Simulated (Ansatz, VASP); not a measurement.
# Two plane-wave programs on Sn

```
CELL_PARAMETERS angstrom
-0.03958 3.28446 3.28446
3.28446 -0.03958 3.28446
3.24488 3.24488 0.00000
ATOMIC_POSITIONS crystal
Sn 0.99785 0.99785 0.00215
Sn 0.25215 0.25215 0.24785
```

Change from the starting cell: shear_xy strain -2.4%.

Alike in both runs: task single point; functional r2SCAN; k mesh 6 × 6 × 6; occupations fermi-dirac, width 0.02 eV; no spin polarisation.

```csv
,VASP,Ansatz
version,VASP 6.6.1,Ansatz 0.2.0
potentials or method,"VASP PAW PBE potentials, release 64 (Sn_d)","plane waves, PAW"
plane-wave cutoff (eV),520,500
valence electrons in the cell,28,28
```

|  | VASP | Ansatz | Ansatz less VASP |
| --- | --- | --- | --- |
| pressure (GPa) | 0.0 | 0.0 | +0.03 |
| traceless stress, the component that is largest in VASP (GPa) | 0.62 | 0.62 | -0.001 |

VASP's potentials were made for PBE, not for r2SCAN.
